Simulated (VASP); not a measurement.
Set up this calculation in VASP 6.6.1, as the native input.

| Property | Result |
| --- | --- |
| Task | single point |
| Functional | PBE |
| Potentials or basis | VASP PAW PBE potentials, release 64 (Mg, O) |
| Cutoff | 520 eV |
| k mesh | 8 × 8 × 8 |
| Occupations | gaussian, width 0.01 eV |
| Spin | no spin polarisation |
| Dipole correction | no |
| Further INCAR settings | ALGO = Normal; EDIFF = 1e-07; NBANDS = 11 |

The structure of MgO lies in POSCAR:

```
MgO
1.0
    2.6598216215      0.0000000000      0.0000000000
    0.0000000000      2.6598216215      0.0000000000
    0.0000000000      0.0000000000      2.6598216215
Mg O
1 1
Direct
    0.0000000000      0.0000000000      0.0000000000
    0.5000000000      0.5000000000      0.5000000000
```

The input as run:

INCAR

```
SYSTEM = MgO
PREC = Accurate ; ENCUT = 520
EDIFF = 1E-7 ; ISMEAR = 0
SIGMA = 0.01 ; LREAL = .FALSE.
LASPH = .TRUE. ; NELM = 60
ALGO = Normal ; ISIF = 2
LWAVE = .FALSE. ; LCHARG = .FALSE.
GGA = PE ; NBANDS = 11
```

KPOINTS

```
Automatic mesh
0
G
  8 8 8
  0 0 0
```

Potentials or basis: VASP PAW PBE potentials, release 64 (Mg, O).

Launch:

```sh
$ cat potpaw_PBE.64/Mg/POTCAR potpaw_PBE.64/O/POTCAR > POTCAR
$ mpirun -np 1 vasp_std > vasp.out
```

It gave:

```
Pressure               : -0.7 GPa
Band gap on the k mesh : 2.25 eV, indirect (least direct gap 3.22 eV)
```

Wall time 5.5 s on 1 thread of Intel Xeon 6975P-C (shared host), peak memory 0.12 GiB.
